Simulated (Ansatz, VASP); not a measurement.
**GdN in VASP and in Ansatz**

File INCAR:

```
SYSTEM = GdN
PREC     = Accurate       ! precision mode
ENCUT    = 520            ! plane-wave cutoff, eV
EDIFF    = 1E-7           ! SCF threshold, eV
ISMEAR   = 0              ! smearing method
SIGMA    = 0.05           ! smearing width, eV
LREAL    = .FALSE.        ! projectors in reciprocal space
LASPH    = .TRUE.         ! aspherical terms in the spheres
NELM     = 150            ! most SCF steps
ALGO     = Normal         ! electronic algorithm
ISIF     = 2              ! what is computed and relaxed
LWAVE    = .FALSE.        ! write WAVECAR
LCHARG   = .FALSE.        ! write CHGCAR
ISPIN    = 2              ! spin polarisation
MAGMOM   = 7.63 -0.16     ! initial moments
LORBIT   = 11             ! projections on sites
LMAXMIX  = 6              ! l up to which the mixer works
LDAU     = .TRUE.         ! DFT+U
LDAUTYPE = 2            
LDAUL    = 3 -1           ! shell
LDAUU    = 6 0            ! U, eV
LDAUJ    = 0 0          
LDAUPRINT= 1            
GGA      = PS             ! functional
NBANDS   = 22             ! bands
```

File KPOINTS:

```
regular mesh
0
G
  8 8 8
  0 0 0
```

The input POSCAR:

```
GdN
1.0
    0.0000000000      2.5035965336      2.5035965336
    2.5035965336      0.0000000000      2.5035965336
    2.5035965336      2.5035965336      0.0000000000
Gd N
1 1
Direct
    0.5000000000      0.5000000000      0.5000000000
    0.0000000000      0.0000000000      0.0000000000
```

Input for Ansatz:

```yaml
crystal:
  lattice:
    - [0.0, 2.5035965336, 2.5035965336]
    - [2.5035965336, 0.0, 2.5035965336]
    - [2.5035965336, 2.5035965336, 0.0]
  atoms:
    - { symbol: Gd, position: [0.5, 0.5, 0.5], spin: 7.62 }
    - { symbol: "N", position: [0.0, 0.0, 0.0] }
basis:
  ecutwfc: 420
  ecutrho_ratio: 4
kpoints:
  mp_grid: { grid: [8, 8, 8] }
hamiltonian:
  xc: pbesol
  hubbard:
    sites:
      - { species: Gd, l: f, u_eff: 6.0, starting_ns: start.occupation_matrices }
    ns_hold: { iters: 6 }
scf:
  occupations: { method: gaussian, width: 0.05 }
  lower_state_search: "off"
output:
  forces: true
  stress: true
  eigenvalues: true
  populations: true
  hubbard: { sites: [{ species: Gd, l: f }] }
magnetization:
  spin_polarized: true
```

Alike in both runs: task single point; functional PBEsol; k mesh 8 × 8 × 8; occupations gaussian, width 0.05 eV; collinear spin; Hubbard terms Gd f U = 6.0 eV.

```csv
,VASP,Ansatz
version,VASP 6.6.1,Ansatz 0.2.0
potentials or method,"VASP PAW PBE potentials, release 64 (Gd, N), cutoff 520 eV","scalar-relativistic, plane waves, PAW"
valence electrons in the cell,23,23
```

|  | VASP | Ansatz | Ansatz less VASP |
| --- | --- | --- | --- |
| gap on the k mesh at the Fermi level (eV) | none | none | - |
| pressure (GPa) | -5.3 | -5.7 | -0.45 |
| net moment per atom (μB) | 3.50 | 3.50 | 0.000 |
| size of the moment on the site where the two differ most (μB) | 6.88 | 6.94 | +0.055 |

VASP's potentials were made for PBE, not for PBEsol. Site moments also hang on the region over which each program counts them. The programs project onto different local orbitals, so the same U acts differently, and such runs can settle in different states. A gap of «none» marks a metal or a gap that the smearing closes. Ansatz's warnings: filled band counts differ across k points.

Spin-orbit coupling is off throughout.
